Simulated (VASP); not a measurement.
# Mn (Fd-3m) in VASP: a series of runs

The runs below take Mn through relaxation of cell and atoms, with PBE.

Everything below comes from runs of VASP 6.6.1. Logs are shortened: lines on timing, memory, paths and dates and some standing lists are left out, and cuts for length are marked.

### 1 The cell of the first run

Symmetry: Fd-3m, No. 227, cubic system. Conventional cell: a = 5.955 Å, b = 5.955 Å, c = 5.955 Å, α = 90.00°, β = 90.00°, γ = 90.00°. Mn (site symmetry -43m) has 4 Mn at 2.58 Å within 3.4 Å.

This isn't the form of Mn at room conditions, which is a 58-atom cubic cell.

### 2 Relaxation of cell and atoms, PBE, collinear spin, ferromagnetic start

The input, INCAR:

```
SYSTEM = Mn
  ALGO = Fast
  EDIFF = 1E-6
  EDIFFG = -0.01
  ENCUT = 600
  GGA = PE
  IBRION = 2
  ISIF = 3
  ISMEAR = 0
  ISPIN = 2
  LASPH = .True.
  LCHARG = .False.
  LMAXMIX = 4
  LORBIT = 11
  LREAL = .False.
  LWAVE = .False.
  MAGMOM = 4.23 4.23
  NELM = 150
  NSW = 80
  PREC = Accurate
  SIGMA = 0.1
```

The input, KPOINTS:

```
k-points
0
Gamma
  12 12 12
  0 0 0
```

The input, POSCAR:

```
Mn
1.0
    0.0000000000      2.9772641558      2.9772641558
    2.9772641558      0.0000000000      2.9772641558
    2.9772641558      2.9772641558      0.0000000000
Mn
2
Direct
    0.0000000000      0.0000000000      0.0000000000
    0.2500000000      0.2500000000      0.2500000000
```

Potentials or basis: VASP PAW PBE potentials, release 64 (Mn_pv).

Started as:

```bash
$ cat potpaw_PBE.64/Mn_pv/POTCAR > POTCAR
$ mpirun -np 1 vasp_std > vasp.out
```

OUTCAR:

```text
SYSTEM = Mn
   EDIFF = 1E-6
   EDIFFG = -0.01
   ENCUT = 600
   GGA = PE
   IBRION = 2
   ISIF = 3
   ISMEAR = 0
   ISPIN = 2
   LASPH = .True.
   LORBIT = 11
   LREAL = .False.
   NELM = 150
   NSW = 80
   PREC = Accurate

 ion  position               nearest neighbor table
   1  0.000  0.000  0.000-   2 2.58   2 2.58   2 2.58   2 2.58
   2  0.250  0.250  0.250-   1 2.58   1 2.58   1 2.58   1 2.58

  LATTYP: Found a face centered cubic cell.
 ALAT       =     5.9545283116

  Lattice vectors:

 A1 = (   0.0000000000,   2.9772641558,   2.9772641558)
 A2 = (   2.9772641558,   0.0000000000,   2.9772641558)
 A3 = (   2.9772641558,   2.9772641558,   0.0000000000)

Analysis of symmetry for initial positions (statically):
=====================================================================
 Subroutine PRICEL returns:
 Original cell was already a primitive cell.

 Routine SETGRP: Setting up the symmetry group for a
 face centered cubic supercell.

 Subroutine GETGRP returns: Found 48 space group operations
 (whereof 24 operations were pure point group operations)
 out of a pool of 48 trial point group operations.

The static configuration has the point symmetry T_d .
 The point group associated with its full space group is O_h .

Analysis of symmetry for dynamics (positions and initial velocities):
=====================================================================
 Subroutine PRICEL returns:
 Original cell was already a primitive cell.

 Routine SETGRP: Setting up the symmetry group for a
 face centered cubic supercell.

 Subroutine GETGRP returns: Found 48 space group operations
 (whereof 24 operations were pure point group operations)
 out of a pool of 48 trial point group operations.

The dynamic configuration has the point symmetry T_d .
 The point group associated with its full space group is O_h .

Analysis of structural, dynamic, and magnetic symmetry:
=====================================================================
 Subroutine PRICEL returns:
 Original cell was already a primitive cell.

 Routine SETGRP: Setting up the symmetry group for a
 face centered cubic supercell.

 Subroutine GETGRP returns: Found 48 space group operations
 (whereof 24 operations were pure point group operations)
 out of a pool of 48 trial point group operations.

The overall configuration has the point symmetry T_d .
 The point group associated with its full space group is O_h .

 Subroutine INISYM returns: Found 48 space group operations
[... 111 lines left out ...]
   EFERMI =   0.00;   METHOD = LEGACY
   ISMEAR =     0;   SIGMA  =   0.10  broadening in eV -4-tet -1-fermi 0-gaus
   EFERMI_NEDOS =   21; number of points for ismear=-14 and -15
   IALGO  =     68    algorithm
   IMIX   =      4    mixing-type and parameters
     AMIX     =   0.40;   BMIX     =  1.00
     AMIX_MAG =   1.60;   BMIX_MAG =  1.00
  volume/ion in A,a.u.               =      26.39       178.09
  Fermi-wavevector in a.u.,A,eV,Ry     =   1.292921  2.443266 22.744099  1.671644
  Thomas-Fermi vector in A             =   2.424599
   LORBIT       =     11    0 simple, 1 ext, 2 COOP (PROOUT), +10 PAW based schemes
   GGA     = PE    functional components
   LHFCALC =     F    Hartree Fock is set to
   AEXX    =    0.0000 exact exchange contribution
   IVDW    =     0    specifies the selected vdW correction
   LEPSILON=     F    determine dielectric tensor
   LRPA    =     F    only Hartree local field effects (RPA)
 conjugate gradient relaxation of ions
 spin polarized calculation
 RMM-DIIS sequential band-by-band and
 Gauss-broadening in eV      SIGMA  =   0.10
  energy-cutoff  :      600.00
  volume of cell :       52.78
 maximum number of plane-waves:      1807
 NGX is ok and might be reduce to    36
   NGX = 17   NGY = 17   NGZ = 17

--------------------------------------- Ionic step        1  -------------------------------------------

 number of electron      26.0000010 magnetization       8.2358747

 Free energy of the ion-electron system (eV)
  ---------------------------------------------------
  ext. energy  EPLUGINS =         0.00000000
  ---------------------------------------------------
  free energy    TOTEN  =       -13.37081871 eV

  energy without entropy =      -13.35179291  energy(sigma->0) =      -13.36130581

------------------------ aborting loop because EDIFF is reached ----------------------------------------

  FORCE on cell =-STRESS in cart. coord.  units (eV):
  Direction    XX          YY          ZZ          XY          YZ          ZX
  --------------------------------------------------------------------------------------
  -------------------------------------------------------------------------------------
  Total       -0.0274278     -0.0274278     -0.0274278     -0.0000000      0.0000000      0.0000000
  in kB       -0.8325678     -0.8325678     -0.8325678     -0.0000000      0.0000000      0.0000000
  external PRESSURE =      -0.8325678 kB  Pullay stress =       0.0000000 kB
[... 131 lines left out ...]
--------------------------------------- Ionic step        5  -------------------------------------------

 number of electron      26.0000011 magnetization       8.2279382

 Free energy of the ion-electron system (eV)
  ---------------------------------------------------
  ext. energy  EPLUGINS =         0.00000000
  ---------------------------------------------------
  free energy    TOTEN  =       -13.37086266 eV

  energy without entropy =      -13.35196747  energy(sigma->0) =      -13.36141507

 E-fermi :   2.6375     XC(G=0):  -9.0966

 val. band max:        2.6319781731   @ k =   0.1667   0.0000   0.0000
 cond. band min:       2.6378658346   @ k =   0.4167   0.0833   0.0000
 fundamental gap:      0.0058876615
 Fermi energy:         2.6375307266

 spin component 1

 k-point     1 :       0.0000    0.0000    0.0000
  band No.  band energies     occupation
      1     -47.2585      1.00000
      2     -47.2585      1.00000
      3     -47.2585      1.00000
      4     -47.1164      1.00000
      5     -47.1164      1.00000
      6     -47.1164      1.00000
[... 565 lines left out ...]
     20       7.3373      0.00000
     21      10.3003      0.00000

 [... further k-points ...]

 spin component 2

 k-point     1 :       0.0000    0.0000    0.0000
  band No.  band energies     occupation
      1     -43.2041      1.00000
      2     -43.2041      1.00000
      3     -43.2041      1.00000
      4     -43.0479      1.00000
      5     -43.0479      1.00000
      6     -43.0479      1.00000
[... 596 lines left out ...]
  FREE ENERGIE OF THE ION-ELECTRON SYSTEM (eV)
  ---------------------------------------------------
  free  energy   TOTEN  =       -13.3708626598 eV

  energy  without entropy=      -13.3519674733  energy(sigma->0) =      -13.36141507

 reached required accuracy - stopping structural energy minimisation

 total charge

# of ion       s       p       d       tot
------------------------------------------
    1        0.370   6.109   4.978  11.457
    2        0.370   6.109   4.978  11.457
--------------------------------------------------
tot          0.739  12.218   9.956  22.913

 magnetization (x)

# of ion       s       p       d       tot
------------------------------------------
    1        0.021   0.043   3.831   3.895
    2        0.021   0.043   3.831   3.895
--------------------------------------------------
tot          0.042   0.086   7.661   7.789
```

OSZICAR:

```text
N       E                     dE             d eps       ncg     rms          rms(c)
DAV:   1     0.268023741613E+03    0.26802E+03   -0.16618E+04  6104   0.150E+03
DAV:   2    -0.481713249655E+01   -0.27284E+03   -0.26498E+03  6108   0.420E+02
[... 40 lines left out ...]
DAV:   1    -0.133729598170E+02   -0.21041E-02   -0.23596E-02  6123   0.192E+00    0.424E-01
RMM:   2    -0.133712268942E+02    0.17329E-02   -0.12114E-02  6048   0.981E-01    0.380E-01
RMM:   3    -0.133708811058E+02    0.34579E-03   -0.10558E-03  6048   0.294E-01    0.884E-02
RMM:   4    -0.133708674576E+02    0.13648E-04   -0.35997E-05  6049   0.534E-02    0.297E-02
RMM:   5    -0.133708621837E+02    0.52739E-05   -0.20807E-05  5828   0.322E-02    0.615E-03
RMM:   6    -0.133708626598E+02   -0.47608E-06   -0.19109E-06  3972   0.139E-02
   5 F= -.13370863E+02 E0= -.13361415E+02  d E =-.439536E-04  mag=     8.2278
```

Wall time 18 min (1 thread of AMD EPYC 7R13, shared host); peak memory 0.31 GiB.

What came out:

```yaml
Free_energy: -13.3709 eV
Relaxed_volume: 26.30 Å³/atom
Relaxed_cell: a = 4.206 Å, b = 4.206 Å, c = 4.206 Å, α = 60.00°, β = 60.00°, γ = 60.00°
Space_group_after_relaxing_to_0.1_Å: Fd-3m (No. 227)
Energy_gained_by_relaxing: 0.0 meV/atom
Ionic_steps: 5
Pressure_after_relaxing: 0.0 GPa
Net_moment: 8.23 μB per cell
Site_moments: Mn +3.90 μB
Valence_electrons_inside_the_program's_atomic_spheres: Mn 11.46
```

Final structure:
```cif
data_structure
_symmetry_space_group_name_H-M 'P 1'
_symmetry_Int_Tables_number 1
_cell_length_a 4.2058
_cell_length_b 4.2058
_cell_length_c 4.2058
_cell_angle_alpha 60.000
_cell_angle_beta 60.000
_cell_angle_gamma 60.000
_cell_volume 52.60
loop_
_atom_site_label
_atom_site_type_symbol
_atom_site_fract_x
_atom_site_fract_y
_atom_site_fract_z
_atom_site_occupancy
Mn1 Mn 0.00000 0.00000 0.00000 1
Mn2 Mn 0.25000 0.25000 0.25000 1
```

### 3 Relaxation of cell and atoms, PBE, collinear spin, ferromagnetic start

This run uses another cell than the first one, of 36.90 Å³/atom.

The input, INCAR:

```
ALGO = Fast
EDIFF = 1E-7
EDIFFG = -0.01
ENCUT = 600
GGA = PE
IBRION = 2
ISIF = 3
ISMEAR = 0
ISPIN = 2
LASPH = True
LCHARG = False
LMAXMIX = 4
LORBIT = 11
LREAL = False
LWAVE = False
MAGMOM = 4.75 4.75
NELM = 150
NSW = 80
PREC = Accurate
SIGMA = 0.1
```

The input, KPOINTS:

```
k-points
0
Gamma
  12 12 12
```

The input, POSCAR:

```
Mn
1.0
    0.0000000000      3.3291058904      3.3291058904
    3.3291058904      0.0000000000      3.3291058904
    3.3291058904      3.3291058904      0.0000000000
Mn
2
Direct
    0.0000000000      0.0000000000      0.0000000000
    0.2500000000      0.2500000000      0.2500000000
```

Potentials or basis: VASP PAW PBE potentials, release 64 (Mn_pv).

Started as:

```bash
$ cat potpaw_PBE.64/Mn_pv/POTCAR > POTCAR
$ mpirun -np 1 vasp_std > vasp.out
```

OUTCAR:

```text
EDIFF = 1E-7
   EDIFFG = -0.01
   ENCUT = 600
   GGA = PE
   IBRION = 2
   ISIF = 3
   ISMEAR = 0
   ISPIN = 2
   LASPH = True
   LORBIT = 11
   LREAL = False
   NELM = 150
   NSW = 80
   PREC = Accurate

 ion  position               nearest neighbor table
   1  0.000  0.000  0.000-   2 2.88   2 2.88   2 2.88   2 2.88
   2  0.250  0.250  0.250-   1 2.88   1 2.88   1 2.88   1 2.88

  LATTYP: Found a face centered cubic cell.
 ALAT       =     6.6582117808

  Lattice vectors:

 A1 = (   0.0000000000,   3.3291058904,   3.3291058904)
 A2 = (   3.3291058904,   0.0000000000,   3.3291058904)
 A3 = (   3.3291058904,   3.3291058904,   0.0000000000)

Analysis of symmetry for initial positions (statically):
=====================================================================
 Subroutine PRICEL returns:
[... 2731 lines left out ...]
 number of electron      25.9999997 magnetization       0.0000056

 number of electron      25.9999997 magnetization      -0.0000017
[... 73 lines left out ...]
 number of electron      25.9999996 magnetization       0.0000013

 number of electron      25.9999996 magnetization      -0.0000005

 Free energy of the ion-electron system (eV)
  ---------------------------------------------------
  ext. energy  EPLUGINS =         0.00000000
  ---------------------------------------------------
  free energy    TOTEN  =       -15.19162149 eV

  energy without entropy =      -15.18353547  energy(sigma->0) =      -15.18757848

 E-fermi :   5.9959     XC(G=0): -11.6724

 val. band max:        5.9874288769   @ k =  -0.3333   0.3333   0.0000
 cond. band min:       6.0007057399   @ k =  -0.3333   0.4167   0.1667
 fundamental gap:      0.0132768630
 Fermi energy:         5.9959272415
[... 1235 lines left out ...]
  FREE ENERGIE OF THE ION-ELECTRON SYSTEM (eV)
  ---------------------------------------------------
  free  energy   TOTEN  =       -15.1916214927 eV

  energy  without entropy=      -15.1835354662  energy(sigma->0) =      -15.18757848

 reached required accuracy - stopping structural energy minimisation

 total charge

# of ion       s       p       d       tot
------------------------------------------
    1        0.480   6.258   5.306  12.045
    2        0.480   6.258   5.306  12.045
--------------------------------------------------
tot          0.960  12.517  10.613  24.090

 magnetization (x)

# of ion       s       p       d       tot
------------------------------------------
    1        0.000  -0.000  -0.000  -0.000
    2        0.000  -0.000  -0.000  -0.000
--------------------------------------------------
tot          0.000  -0.000  -0.000  -0.000
```

OSZICAR:

```text
N       E                     dE             d eps       ncg     rms          rms(c)
DAV:   1     0.238745466009E+03    0.23875E+03   -0.16500E+04  6896   0.131E+03
DAV:   2    -0.651384525645E+01   -0.24526E+03   -0.23724E+03  6486   0.367E+02
[... 177 lines left out ...]
RMM:   2    -0.151916400495E+02    0.13571E-03   -0.62150E-04  6340   0.236E-01    0.318E-02
RMM:   3    -0.151916233326E+02    0.16717E-04   -0.39760E-05  6338   0.633E-02    0.978E-03
RMM:   4    -0.151916220765E+02    0.12562E-05   -0.27341E-06  6344   0.145E-02    0.126E-03
RMM:   5    -0.151916218533E+02    0.22318E-06   -0.23240E-07  4230   0.585E-03    0.702E-04
RMM:   6    -0.151916214522E+02    0.40111E-06   -0.24631E-08  3474   0.194E-03    0.169E-04
RMM:   7    -0.151916214927E+02   -0.40524E-07   -0.45215E-09  1608   0.870E-04
  13 F= -.15191621E+02 E0= -.15187578E+02  d E =-.504785E-03  mag=    -0.0000
```

Run time: 1.6 h. Hardware: 1 thread of Oxide Virtual Turin-like, shared host; peak memory 0.4 GiB.

What came out:

```
Free energy                                           : -15.1916 eV
Relaxed volume                                        : 15.24 Å³/atom
Relaxed cell                                          : a = 3.506 Å, b = 3.506 Å, c = 3.506 Å, α = 60.00°, β = 60.00°, γ = 60.00°
Space group after relaxing (to 0.1 Å)                 : Fd-3m (No. 227)
Pressure after relaxing                               : -0.1 GPa
Band gap on the k mesh                                : zero (filled and empty bands overlap)
Net moment                                            : 0.00 μB per cell
Valence electrons inside the program's atomic spheres : Mn 12.04
```

Final structure:
```xyz
2
Lattice="0.0000 2.4792 2.4792 2.4792 0.0000 2.4792 2.4792 2.4792 0.0000" Properties=species:S:1:pos:R:3 pbc="T T T"
Mn    0.0000    0.0000    0.0000
Mn    1.2396    1.2396    1.2396
```

Caveat: the volume moved by over 15 % at a fixed basis, so the end points are rough; the moments typed at the start vanished in this run.
